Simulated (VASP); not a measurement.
# HfSi3 in VASP: a series of runs

The runs below take HfSi3 through single point, with PBE.

Program: VASP 6.6.1. These are calculated values, not measurements. Logs are shortened: lines on timing, memory, paths and dates and some standing lists are left out, and cuts for length are marked.

**1. The cell of the first run**

The cell holds a disordered packing, 20 atoms: a = 6.784 Å, b = 7.082 Å, c = 7.052 Å, α = 90.86°, β = 94.08°, γ = 91.20°.

**2. Single point, PBE**

INCAR

```
PREC = Accurate
ENCUT = 400
EDIFF = 1E-6
ISMEAR = -1
SIGMA = 0.0948
LREAL = Auto
LASPH = True
NELM = 120
ALGO = Normal
ISIF = 2
LWAVE = False
LCHARG = False
GGA = PE
NBANDS = 71
ISYM = -1
GGA_COMPAT = False
```

KPOINTS

```
explicit points
1
Reciprocal
  0.25000000   0.25000000   0.25000000 1
```

POSCAR

```
HfSi3
1.0
    6.7792930000     -0.0738530000     -0.2467120000
   -0.0738530000      7.0813630000     -0.0543890000
   -0.2467120000     -0.0543890000      7.0472650000
Si Hf
15 5
Direct
    0.0409200723     -0.0160474234      0.8811947145
    0.3810247400      0.2499344156      0.8491883104
    0.8895516439      0.7386959203      0.3350843196
    0.5953522747      0.0624385642      0.4221733568
    0.4023824503      0.5987432762      0.5330366642
    0.6140651080      0.3686426645      0.6398347922
    0.3919600809      0.9189339298      0.8844490952
    0.0929593786      0.4439553394      0.3391786007
    0.0809642057      0.7524866716      0.6099730660
    0.4553799146      0.7771305908      0.2648814888
    0.2885216998      0.0264102533      0.5668498620
    0.5061974440      0.5756013511      0.9598799486
    0.9474996531      0.4820541250      0.7283375857
    0.9612373405      0.2931910219      1.0287887788
    0.6722231069      0.7947303104      0.7161029270
    0.1270627050      0.6718848047      0.0130216526
    0.7393404186      0.9695604845      0.0990684441
    0.6698356399      0.4147712552      0.2383101081
    0.9478703820      0.1547553150      0.5346391805
    0.2879339405      0.1173361251      0.2068967965
```

Potentials or basis: VASP PAW PBE potentials, release 64 (Si, Hf_pv).

Launch:

```sh
$ cat potpaw_PBE.64/Si/POTCAR potpaw_PBE.64/Hf_pv/POTCAR > POTCAR
$ mpirun -np 1 vasp_std > vasp.out
```

OUTCAR:

```text
PREC = Accurate
   ENCUT = 400
   EDIFF = 1E-6
   ISMEAR = -1
   LREAL = Auto
   LASPH = True
   NELM = 120
   ISIF = 2
   GGA = PE
   ISYM = -1

 ion  position               nearest neighbor table
   1  0.041  0.984  0.881-   7 2.43  16 2.48  14 2.50   9 2.53  17 2.65  19 2.78  20 2.88  11 2.89
                            15 2.97   2 2.97
   2  0.381  0.250  0.849-   7 2.36   6 2.39  12 2.53  11 2.56  20 2.81   1 2.97  18 3.43
   3  0.890  0.739  0.335-   9 2.25   8 2.53  17 2.53  18 2.76  16 2.92  10 2.97  19 3.25
   4  0.595  0.062  0.422-  11 2.39  10 2.43  20 2.53  19 2.53  17 2.62   6 2.63  15 2.86  18 2.88
[... 14 lines left out ...]
  12  0.506  0.576  0.960-  18 2.49   2 2.53  10 2.61   7 2.62  15 2.63  16 2.72   6 2.82   5 3.05
                            17 3.28
  13  0.947  0.482  0.728-   9 2.30   6 2.42  14 2.52  16 2.61  19 2.67  15 2.92   8 2.99
  14  0.961  0.293  0.029-   1 2.50   8 2.52  13 2.52  18 2.70  17 2.79  20 2.79  16 2.89
  15  0.672  0.795  0.716-   7 2.48   5 2.54  12 2.63   4 2.86  13 2.92   9 2.94  17 2.96   1 2.97
                             6 3.07  19 3.45
  16  0.127  0.672  0.013-   1 2.48  13 2.61   7 2.69  12 2.72  10 2.83   8 2.85  14 2.89   9 2.90
                             3 2.92  17 3.49  20 3.54
  17  0.739  0.970  0.099-   3 2.53   4 2.62   1 2.65  10 2.68   7 2.72  14 2.79  15 2.96  12 3.28
                            18 3.34  20 3.39  16 3.49  19 3.51  20 3.86
  18  0.670  0.415  0.238-  12 2.49  14 2.70   3 2.76   4 2.88   6 2.91   8 2.91  10 2.99   5 3.14
                            20 3.30  19 3.32  17 3.34   2 3.43
  19  0.948  0.155  0.535-  11 2.50   4 2.53  13 2.67   8 2.69   1 2.78   6 2.88   9 3.05   3 3.25
                            18 3.32  20 3.39  15 3.45  17 3.51
  20  0.288  0.117  0.207-   4 2.53  11 2.63  10 2.71  14 2.79   7 2.80   2 2.81   8 2.87   1 2.88
                            18 3.30  17 3.39  19 3.39  16 3.54  17 3.86

IMPORTANT INFORMATION: All symmetrisations will be switched off!
NOSYMM: (Re-)initialisation of all symmetry stuff for point group C_1.

----------------------------------------------------------------------------------------

                                     Primitive cell

  volume of cell :     337.8240

  direct lattice vectors                    reciprocal lattice vectors
     6.779293000 -0.073853000 -0.246712000     0.147713857  0.001580350  0.005183392
    -0.073853000  7.081363000 -0.054389000     0.001580350  0.141241031  0.001145388
    -0.246712000 -0.054389000  7.047265000     0.005183392  0.001145388  0.142089321

  length of vectors
     6.784182682  7.081956959  7.051791897     0.147813222  0.141254516  0.142188448

  position of ions in fractional coordinates (direct lattice)
     0.040920072  0.983952577  0.881194714
     0.381024740  0.249934416  0.849188310
     0.889551644  0.738695920  0.335084320
     0.595352275  0.062438564  0.422173357
     0.402382450  0.598743276  0.533036664
     0.614065108  0.368642665  0.639834792
[... 81 lines left out ...]
   EFERMI =   0.00;   METHOD = LEGACY
   ISMEAR =    -1;   SIGMA  =   0.09  broadening in eV -4-tet -1-fermi 0-gaus
   EFERMI_NEDOS =   21; number of points for ismear=-14 and -15
   IALGO  =     38    algorithm
   IMIX   =      4    mixing-type and parameters
     AMIX     =   0.40;   BMIX     =  1.00
     AMIX_MAG =   1.60;   BMIX_MAG =  1.00
  volume/ion in A,a.u.               =      16.89       113.99
  Fermi-wavevector in a.u.,A,eV,Ry     =   1.126269  2.128340 17.258752  1.268482
  Thomas-Fermi vector in A             =   2.262950
   LORBIT       =      0    0 simple, 1 ext, 2 COOP (PROOUT), +10 PAW based schemes
   GGA     = PE    functional components
   LHFCALC =     F    Hartree Fock is set to
   AEXX    =    0.0000 exact exchange contribution
   IVDW    =     0    specifies the selected vdW correction
   LEPSILON=     F    determine dielectric tensor
   LRPA    =     F    only Hartree local field effects (RPA)
 non-spin polarized calculation
  energy-cutoff  :      400.00
  volume of cell :      337.82
 maximum number of plane-waves:      6145
 NGX is ok and might be reduce to    48
   NGX = 23   NGY = 23   NGZ = 23

 number of electron     109.9999998 magnetization

 Free energy of the ion-electron system (eV)
  ---------------------------------------------------
  ext. energy  EPLUGINS =         0.00000000
  ---------------------------------------------------
  free energy    TOTEN  =      -130.14366142 eV

  energy without entropy =     -130.02324552  energy(sigma->0) =     -130.08345347

 E-fermi :   7.8732     XC(G=0): -10.9759

 val. band max:        7.6110363633   @ k =   0.2500   0.2500   0.2500
 cond. band min:       8.1402502743   @ k =   0.2500   0.2500   0.2500
 fundamental gap:      0.5292139110
 Fermi energy:         7.8732372669

 k-point     1 :       0.2500    0.2500    0.2500
  band No.  band energies     occupation
      1     -23.1463      2.00000
      2     -23.0550      2.00000
      3     -23.0381      2.00000
      4     -23.0116      2.00000
      5     -22.9773      2.00000
      6     -22.9600      2.00000
[... 59 lines left out ...]
     66       9.7071      0.00000
     67       9.9239      0.00000
 [bands above 67 left out]

------------------------ aborting loop because EDIFF is reached ----------------------------------------

  FORCE on cell =-STRESS in cart. coord.  units (eV):
  Direction    XX          YY          ZZ          XY          YZ          ZX
  --------------------------------------------------------------------------------------
  -------------------------------------------------------------------------------------
  Total       18.4654184      1.5653700     10.3766637      4.9637747     -1.6921852      9.6899803
  in kB       87.5748211      7.4239855     49.2127740     23.5413936     -8.0254243     45.9560822
  external PRESSURE =      48.0705269 kB  Pullay stress =       0.0000000 kB

 VOLUME and BASIS-vectors are now :
 -----------------------------------------------------------------------------
  energy-cutoff  :      400.00
  volume of cell :      337.82
      direct lattice vectors                 reciprocal lattice vectors
     6.779293000 -0.073853000 -0.246712000     0.147713857  0.001580350  0.005183392
    -0.073853000  7.081363000 -0.054389000     0.001580350  0.141241031  0.001145388
    -0.246712000 -0.054389000  7.047265000     0.005183392  0.001145388  0.142089321

 POSITION                                       TOTAL-FORCE (eV/Angst)
 -----------------------------------------------------------------------------------
     -0.01266      6.91678      6.14640        -1.098463      1.563909     -1.594804
      2.35511      1.69555      5.87686        -0.041939      1.109464      0.353928
      5.89331      5.14705      2.10179         0.100728     -0.489259     -0.611951
      3.92730      0.37522      2.82489         0.253027      0.530212      0.644725
      2.55214      4.18121      3.62461        -0.048709      0.217044     -0.287997
      3.97785      2.53034      4.33754         0.646238     -0.441044     -0.062680
[... 12 lines left out ...]
      6.28256      0.99680      3.52548        -0.232222      0.191375      0.177117
      1.89228      0.79838      1.38064        -1.688445     -0.088642     -1.570578
 -----------------------------------------------------------------------------------
    total drift:                                0.000643     -0.007148     -0.003127

  FREE ENERGIE OF THE ION-ELECTRON SYSTEM (eV)
  ---------------------------------------------------
  free  energy   TOTEN  =      -130.1436614162 eV

  energy  without entropy=     -130.0232455233  energy(sigma->0) =     -130.08345347
```

Run time: 23 s. Hardware: 1 thread of Intel Xeon 6975P-C (Granite Rapids), shared host; peak memory 0.31 GiB.

Results:

```yaml
Free_energy: -130.1437 eV
Pressure: 4.8 GPa
Largest_force: 2.597 eV/Å
```

Forces in eV/Å, atoms in the order of the input:
```
Si  -1.098  1.564 -1.595
Si  -0.042  1.109  0.354
Si   0.101 -0.489 -0.612
Si   0.253  0.530  0.645
Si  -0.049  0.217 -0.288
Si   0.646 -0.441 -0.063
Si   0.574 -1.045 -0.098
Si  -0.011 -0.114  0.116
Si   1.117  0.886  1.432
Si  -0.077 -0.993 -0.500
Si   0.922 -0.678  0.619
Si  -0.298  1.121 -0.940
Si  -0.726 -0.855 -0.267
Si   0.349  0.272  0.382
Si   0.869 -0.089  0.048
Hf  -1.059 -1.521  1.819
Hf   0.587  0.052 -0.997
Hf  -0.138  0.370  1.339
Hf  -0.232  0.191  0.177
Hf  -1.688 -0.089 -1.571
```

Caveat: the atoms stand as in a frame of molecular dynamics; spin-orbit coupling is left out, which moves the levels of the heavy elements.

**3. Single point, PBE**

INCAR

```
SYSTEM = HfSi3
  PREC = Accurate
  ENCUT = 400
  EDIFF = 1E-6
  ISMEAR = -1
  SIGMA = 0.0948
  LREAL = Auto
  LASPH = .True.
  NELM = 120
  ALGO = Normal
  ISIF = 2
  LWAVE = .False.
  LCHARG = .True.
  GGA = PE
  LELF = .True.
  LVHAR = .True.
  NBANDS = 71
  ISYM = -1
  GGA_COMPAT = .False.
```

KPOINTS is that of step 2.

POSCAR

```
HfSi3
1.0
    6.7792930000     -0.0738530000     -0.2467120000
   -0.0738530000      7.0813630000     -0.0543890000
   -0.2467120000     -0.0543890000      7.0472650000
Si Hf
15 5
Direct
    0.0108372003      0.0455731976      0.8293955667
    0.4088399216      0.3316094765      0.8996492430
    1.0047051051      0.8090817366      0.3103382592
    0.6059446546      0.0742566114      0.4292263113
    0.4043478616      0.6314164550      0.5806471843
    0.5892650489      0.3623592953      0.6341487256
    0.3767021361      0.9475744201      0.9075154067
    0.0862678455      0.4864547279      0.3562001853
    0.0531581538      0.7548265664      0.6586079872
    0.4385540473      0.7642208966      0.2802230023
    0.2775078279      0.0294542357      0.5462749730
    0.5571382387      0.6736750361      0.9568137711
    0.8719863867      0.4834398733      0.7707518189
    0.9557492842      0.3059109516      1.0991844365
    0.7256037356      0.8806692596      0.7367426752
    0.1564105379      0.6347584900      0.0155527337
    0.7638016780      0.9820141287      0.1297775529
    0.6446944487      0.4506264229      0.2625468146
    0.9460121869      0.1935848206      0.4947792432
    0.2634012578      0.1216543784      0.1774042712
```

Potentials or basis: VASP PAW PBE potentials, release 64 (Si, Hf_pv).

Launch:

```sh
$ cat potpaw_PBE.64/Si/POTCAR potpaw_PBE.64/Hf_pv/POTCAR > POTCAR
$ mpirun -np 1 vasp_std > vasp.out
```

Wall time 26 s (1 thread of Intel Xeon 6975P-C (Granite Rapids), shared host); peak memory 0.31 GiB.

Results (log left out):

- Free energy: -129.5760 eV
- Pressure: 5.6 GPa
- Largest force: 3.928 eV/Å

Forces in eV/Å, atoms in the order of the input:
```
Si   0.604  0.635  1.958
Si  -0.192  0.167  0.971
Si   0.994 -1.036  1.545
Si  -2.778 -0.154  0.422
Si  -0.014  0.524 -0.239
Si  -0.157 -0.974 -0.909
Si   0.693 -0.197 -2.795
Si   0.785  0.798  0.945
Si  -0.270 -0.253 -0.638
Si   0.390  1.703  0.000
Si   1.402 -0.562  1.265
Si   0.123 -1.347  0.395
Si   0.990 -0.214  0.261
Si  -0.927  0.891 -1.241
Si  -0.429 -0.164 -0.964
Hf   0.018  0.556  0.086
Hf  -2.174  0.139 -3.268
Hf  -0.129 -0.113 -0.466
Hf   0.442 -0.396  0.834
Hf   0.627 -0.003  1.839
```

Stress tensor (GPa, compression positive):
```
8.87 1.39 2.23
1.39 2.34 1.67
2.23 1.67 5.45
```

Levels at points of the mesh, in eV from the Fermi level:
| k point | band 51 | band 52 | band 53 | band 54 | band 55 | band 56 | band 57 | band 58 | band 59 | band 60 |
| --- | --- | --- | --- | --- | --- | --- | --- | --- | --- | --- |
| (0.25, 0.25, 0.25) | -1.04 | -0.86 | -0.64 | -0.49 | -0.26 | 0.27 | 0.41 | 0.61 | 0.77 | 0.80 |

Caveat: the atoms stand as in a frame of molecular dynamics; spin-orbit coupling is left out, which moves the levels of the heavy elements.

(Continued in part 2 of 2.)
